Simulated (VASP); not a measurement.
Set up this calculation in VASP 6.6.1, as the native input.

* Task: single point
* Functional: PBE
* Potentials or basis: VASP PAW PBE potentials, release 64 (Si, O_h)
* Cutoff: 1340 eV
* k mesh: 6 × 6 × 8
* Occupations: gaussian, width 0.05 eV
* Spin: no spin polarisation
* Dipole correction: no
* Further INCAR settings: ALGO = Normal; EDIFF = 1e-06; NBANDS = 25

The structure of SiO2 lies in POSCAR:

```
SiO2
1.0
    4.3630000000      0.0000000000      0.0000000000
    0.0000000000      4.3630000000      0.0000000000
    0.0000000000      0.0000000000      2.3670000000
Si O
2 4
Direct
    0.5000000000      0.5000000000      0.5000000000
    0.0000000000      0.0000000000      0.0000000000
    0.6930127928      0.6930127928      0.0000000000
    0.1930127928      0.8069872072      0.5000000000
    0.3069872072      0.3069872072      0.0000000000
    0.8069872072      0.1930127928      0.5000000000
```

The input as run:

INCAR

```
PREC     = Accurate       # precision mode
ENCUT    = 1340           # plane-wave cutoff, eV
EDIFF    = 1E-6           # SCF threshold, eV
ISMEAR   = 0              # smearing method
SIGMA    = 0.05           # smearing width, eV
LREAL    = False          # projectors in reciprocal space
LASPH    = True           # aspherical terms in the spheres
NELM     = 120            # most SCF steps
ALGO     = Normal         # electronic algorithm
ISIF     = 2              # what is computed and relaxed
LWAVE    = False          # write WAVECAR
LCHARG   = False          # write CHGCAR
GGA      = PE             # functional
NBANDS   = 25             # bands
GGA_COMPAT= False
```

KPOINTS

```
regular mesh
0
Gamma
  6 6 8
```

Potentials or basis: VASP PAW PBE potentials, release 64 (Si, O_h).

The run is started by

```bash
$ cat potpaw_PBE.64/Si/POTCAR potpaw_PBE.64/O_h/POTCAR > POTCAR
$ mpirun -np 1 vasp_std > vasp.out
```

Results of the run:

| Item | Value |
| --- | --- |
| Pressure | 38.8 GPa |
| Largest force | 0.290 eV/Å |
| Band gap on the k mesh | 6.31 eV |

Caveat: the stress differs along the axes, from 4 to 109 GPa.

Wall time 2.2 min on 1 thread of Intel(R) Xeon(R) Platinum 8488C (Sapphire Rapids), on a shared host, peak memory 0.37 GiB.
